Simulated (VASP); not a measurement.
# Mg (P6_3/mmc) in VASP: notebook

Mg is run at these levels: PBE; tasks: single point, relaxation of cell and atoms.

Everything below comes from runs of VASP 6.6.1. Logs are shortened: lines on timing, memory, paths and dates and some standing lists are left out, and cuts for length are marked.

## (1) The cell of the first run

Symmetry: P6_3/mmc, No. 194, hexagonal system. The conventional cell has a = 3.194 Å, b = 3.194 Å, c = 5.204 Å, α = 90.00°, β = 90.00°, γ = 120.00°. Mg (site symmetry -6m2) has 12 Mg at 3.19 Å within 4.2 Å.

## (2) Single point, PBE

File INCAR:

```
PREC = Accurate
ENCUT = 600
EDIFF = 1E-6
ISMEAR = -1
SIGMA = 0.02
LREAL = False
LASPH = True
NELM = 120
ALGO = Normal
ISIF = 2
LWAVE = False
LCHARG = False
GGA = PE
NBANDS = 9
GGA_COMPAT = False
```

File KPOINTS:

```
regular mesh
0
Gamma
  8 8 5
```

File POSCAR:

```
Mg
1.0
    3.1935777375      0.0000000000      0.0000000000
   -1.5967888687      2.7657194496      0.0000000000
    0.0000000000      0.0000000000      5.2044615798
Mg
2
Direct
    0.3333333333      0.6666666667      0.2500000000
    0.6666666667      0.3333333333      0.7500000000
```

Potentials or basis: VASP PAW PBE potentials, release 64 (Mg).

On the command line:

```console
$ cat potpaw_PBE.64/Mg/POTCAR > POTCAR
$ mpirun -np 1 vasp_std > vasp.out
```

OUTCAR:

```text
PREC = Accurate
   ENCUT = 600
   EDIFF = 1E-6
   ISMEAR = -1
   LREAL = False
   LASPH = True
   NELM = 120
   ISIF = 2
   GGA = PE

 ion  position               nearest neighbor table
   1  0.333  0.667  0.250-   2 3.19   2 3.19   2 3.19   2 3.19   2 3.19   2 3.19
   2  0.667  0.333  0.750-   1 3.19   1 3.19   1 3.19   1 3.19   1 3.19   1 3.19

  LATTYP: Found a hexagonal cell.
 ALAT       =     3.1935777375
 C/A-ratio  =     1.6296649111

  Lattice vectors:

 A1 = (   3.1935777375,   0.0000000000,   0.0000000000)
 A2 = (  -1.5967888687,   2.7657194496,   0.0000000000)
 A3 = (   0.0000000000,   0.0000000000,   5.2044615798)

Analysis of symmetry for initial positions (statically):
=====================================================================
 Subroutine PRICEL returns:
 Original cell was already a primitive cell.

 Routine SETGRP: Setting up the symmetry group for a
 hexagonal supercell.

 Subroutine GETGRP returns: Found 24 space group operations
 (whereof 12 operations were pure point group operations)
 out of a pool of 24 trial point group operations.

The static configuration has the point symmetry D_3d.
 The point group associated with its full space group is D_6h.

Analysis of symmetry for dynamics (positions and initial velocities):
=====================================================================
 Subroutine PRICEL returns:
 Original cell was already a primitive cell.

 Routine SETGRP: Setting up the symmetry group for a
 hexagonal supercell.

 Subroutine GETGRP returns: Found 24 space group operations
 (whereof 12 operations were pure point group operations)
 out of a pool of 24 trial point group operations.

The dynamic configuration has the point symmetry D_3d.
 The point group associated with its full space group is D_6h.

 Subroutine INISYM returns: Found 24 space group operations
 (whereof 12 operations are pure point group operations),
 and found     1 'primitive' translations

----------------------------------------------------------------------------------------

                                     Primitive cell

  volume of cell :      45.9686

  direct lattice vectors                    reciprocal lattice vectors
     3.193577738  0.000000000  0.000000000     0.313128435  0.180784786  0.000000000
    -1.596788869  2.765719450  0.000000000     0.000000000  0.361569573  0.000000000
[... 88 lines left out ...]
   NSW    =      0    number of steps for IOM
   IBRION =     -1    ionic relax: 0-MD 1-quasi-New 2-CG
   NFREE  =      0    steps in history (QN), initial steepest desc. (CG)
   ISIF   =      2    stress and relaxation
   ISYM   =      2    0-nonsym 1-usesym 2-fastsym
   POTIM  = 0.5000    time-step for ionic-motion
   TEBEG  =    0.0;   TEEND  =   0.0 temperature during run
   PSTRESS=    0.0 pullay stress
   NELECT =       4.0000    total number of electrons
   NUPDOWN=      -1.0000    fix difference up-down
   EMIN   =  10.00;   EMAX   =-10.00  energy-range for DOS
   EFERMI =   0.00;   METHOD = LEGACY
   ISMEAR =    -1;   SIGMA  =   0.02  broadening in eV -4-tet -1-fermi 0-gaus
   EFERMI_NEDOS =   21; number of points for ismear=-14 and -15
   IALGO  =     38    algorithm
   IMIX   =      4    mixing-type and parameters
     AMIX     =   0.40;   BMIX     =  1.00
     AMIX_MAG =   1.60;   BMIX_MAG =  1.00
  volume/ion in A,a.u.               =      22.98       155.11
  Fermi-wavevector in a.u.,A,eV,Ry     =   0.725450  1.370902  7.160450  0.526278
  Thomas-Fermi vector in A             =   1.816175
   LORBIT       =      0    0 simple, 1 ext, 2 COOP (PROOUT), +10 PAW based schemes
   GGA     = PE    functional components
   LHFCALC =     F    Hartree Fock is set to
   AEXX    =    0.0000 exact exchange contribution
   IVDW    =     0    specifies the selected vdW correction
   LEPSILON=     F    determine dielectric tensor
   LRPA    =     F    only Hartree local field effects (RPA)
 non-spin polarized calculation
  energy-cutoff  :      600.00
  volume of cell :       45.97
 maximum number of plane-waves:      1558
 NGX is ok and might be reduce to    28
   NGX = 13   NGY = 13   NGZ = 21

 number of electron       4.0000000 magnetization

 Free energy of the ion-electron system (eV)
  ---------------------------------------------------
  ext. energy  EPLUGINS =         0.00000000
  ---------------------------------------------------
  free energy    TOTEN  =        -3.03963177 eV

  energy without entropy =       -3.03827837  energy(sigma->0) =       -3.03895507

 E-fermi :   2.6006     XC(G=0):  -8.4869

 val. band max:        2.5528951800   @ k =   0.5000   0.0000   0.4000
 cond. band min:       2.6029346832   @ k =   0.2500   0.2500   0.2000
 fundamental gap:      0.0500395032
 Fermi energy:         2.6006185023

 k-point     1 :       0.0000    0.0000    0.0000
  band No.  band energies     occupation
      1      -4.2989      2.00000
      2       0.9247      2.00000
      3       1.3533      2.00000
      4      13.6004      0.00000
      5      13.6004      0.00000
      6      13.7201      0.00000
      7      13.7201      0.00000
      8      14.4286      0.00000
      9      16.0794      0.00000
[... 265 lines left out ...]
 k-point    24 :       0.3750    0.0000    0.4000
  band No.  band energies     occupation
      1      -0.7028      2.00000
      2       0.3578      2.00000
      3       4.0142      0.00000
      4       5.0333      0.00000
      5       8.6324      0.00000
      6      10.5399      0.00000
      7      10.8240      0.00000
      8      11.4760      0.00000
      9      12.1644      0.00000

 [... further k-points ...]

------------------------ aborting loop because EDIFF is reached ----------------------------------------

  FORCE on cell =-STRESS in cart. coord.  units (eV):
  Direction    XX          YY          ZZ          XY          YZ          ZX
  --------------------------------------------------------------------------------------
  -------------------------------------------------------------------------------------
  Total       -0.0359963     -0.0359963     -0.0310245     -0.0000000      0.0000000     -0.0000000
  in kB       -1.2546058     -1.2546058     -1.0813187     -0.0000000      0.0000000     -0.0000000
  external PRESSURE =      -1.1968435 kB  Pullay stress =       0.0000000 kB

 VOLUME and BASIS-vectors are now :
 -----------------------------------------------------------------------------
  energy-cutoff  :      600.00
  volume of cell :       45.97
      direct lattice vectors                 reciprocal lattice vectors
     3.193577738  0.000000000  0.000000000     0.313128435  0.180784786  0.000000000
    -1.596788869  2.765719450  0.000000000     0.000000000  0.361569573  0.000000000
     0.000000000  0.000000000  5.204461580     0.000000000  0.000000000  0.192142835

 POSITION                                       TOTAL-FORCE (eV/Angst)
 -----------------------------------------------------------------------------------
     -0.00000      1.84381      1.30112         0.000000     -0.000000      0.000000
      1.59679      0.92191      3.90335        -0.000000      0.000000      0.000000
 -----------------------------------------------------------------------------------
    total drift:                               -0.000000      0.000000     -0.000000

  FREE ENERGIE OF THE ION-ELECTRON SYSTEM (eV)
  ---------------------------------------------------
  free  energy   TOTEN  =        -3.0396317703 eV

  energy  without entropy=       -3.0382783651  energy(sigma->0) =       -3.03895507
```

OSZICAR:

```text
N       E                     dE             d eps       ncg     rms          rms(c)
DAV:   1    -0.916593122628E-01   -0.91659E-01   -0.13156E+03   540   0.344E+02
DAV:   2    -0.300945448625E+01   -0.29178E+01   -0.28731E+01   726   0.290E+01
DAV:   3    -0.305277371561E+01   -0.43319E-01   -0.43209E-01   747   0.301E+00
DAV:   4    -0.305289633333E+01   -0.12262E-03   -0.12261E-03   664   0.148E-01
DAV:   5    -0.305289688285E+01   -0.54952E-06   -0.54973E-06   719   0.895E-03    0.951E-01
DAV:   6    -0.304692822157E+01    0.59687E-02   -0.61571E-04   631   0.196E-01    0.609E-01
DAV:   7    -0.303962075298E+01    0.73075E-02   -0.23619E-03   561   0.341E-01    0.335E-02
DAV:   8    -0.303963313289E+01   -0.12380E-04   -0.16070E-05   779   0.244E-02    0.753E-03
DAV:   9    -0.303963200443E+01    0.11285E-05   -0.11975E-06   594   0.524E-03    0.602E-04
DAV:  10    -0.303963177026E+01    0.23417E-06   -0.50790E-09   344   0.439E-04
   1 F= -.30396318E+01 E0= -.30389551E+01  d E =-.135341E-02
```

Wall time 19 s (1 thread of Intel Xeon 8259CL, shared host); peak memory 0.17 GiB.

Results:

- Free energy: -3.0396 eV
- Pressure: -0.1 GPa
- Band gap on the k mesh: zero (bands 2 and 3 overlap by 2.28 eV)

Levels at points of the mesh, in eV from the Fermi level:
| k point | band 1 | band 2 | band 3 | band 4 | band 5 | band 6 | band 7 |
| --- | --- | --- | --- | --- | --- | --- | --- |
| (0.00, 0.00, 0.00) | -6.90 | -1.68 | -1.25 | 11.00 | 11.00 | 11.12 | 11.12 |
| (0.50, 0.00, 0.00) | -2.10 | -2.09 | 2.68 | 3.04 | 3.28 | 3.70 | 6.94 |

## (3) Relaxation of cell and atoms, PBE

This run uses another cell than the first one, of 23.24 Å³/atom.

File INCAR:

```
SYSTEM = Mg
PREC = Accurate
ENCUT = 600
EDIFF = 1E-7
ISMEAR = -1
SIGMA = 0.02
LREAL = .FALSE.
LASPH = .TRUE.
NELM = 120
ALGO = Normal
ISIF = 3
LWAVE = .FALSE.
LCHARG = .FALSE.
GGA = PE
IBRION = 2
NSW = 80
EDIFFG = -0.01
GGA_COMPAT = .FALSE.
NELMIN = 4
```

File KPOINTS:

```
Automatic mesh
0
G
  8 8 5
  0 0 0
```

File POSCAR:

```
Mg
1.0
    3.2093000000      0.0000000000      0.0000000000
   -1.6046500000      2.7793353284      0.0000000000
    0.0000000000      0.0000000000      5.2103000000
Mg
2
Direct
    0.3333333333      0.6666666667      0.2500000000
    0.6666666667      0.3333333333      0.7500000000
```

Potentials or basis: VASP PAW PBE potentials, release 64 (Mg).

On the command line:

```console
$ cat potpaw_PBE.64/Mg/POTCAR > POTCAR
$ mpirun -np 1 vasp_std > vasp.out
```

Run time: 44 s. Hardware: 1 thread of Intel Xeon 8259CL, shared host; peak memory 0.18 GiB.

The run converged. Its results:

```yaml
Free_energy: -3.0397 eV
Relaxed_volume: 22.91 Å³/atom
Relaxed_cell: a = 3.190 Å, b = 3.190 Å, c = 5.198 Å, α = 90.00°, β = 90.00°, γ = 120.00°
Space_group_after_relaxing_to_0.1_Å: P6_3/mmc (No. 194)
Energy_gained_by_relaxing: 0.6 meV/atom
Ionic_steps: 3
Pressure_after_relaxing: 0.0 GPa
Band_gap_on_the_k_mesh: zero (bands 2 and 3 overlap by 2.28 eV)
```

The path:
```tsv
step	energy change (eV)	largest force (eV/Å)	pressure (GPa)	volume (Å³)
1	0.0000	0.0000	-0.50	46.47
2	-0.0011	0.0000	-0.13	45.98
3	-0.0012	0.0000	0.00	45.82
```

Final structure:
```yaml
crystal:
  lattice:
    - [3.19022, 0.00000, 0.00000]
    - [-1.59511, 2.76281, 0.00000]
    - [0.00000, 0.00000, 5.19806]
  atoms:
    - { symbol: Mg, position: [0.33333, 0.66667, 0.25000] }
    - { symbol: Mg, position: [0.66667, 0.33333, 0.75000] }
```

Levels at points of the mesh, in eV from the Fermi level:
```tsv
k point	band 1	band 2	band 3	band 4	band 5
(0.00, 0.00, 0.00)	-6.91	-1.68	-1.25	11.02	11.02
(0.50, 0.00, 0.00)	-2.11	-2.09	2.68	3.04	3.29
```
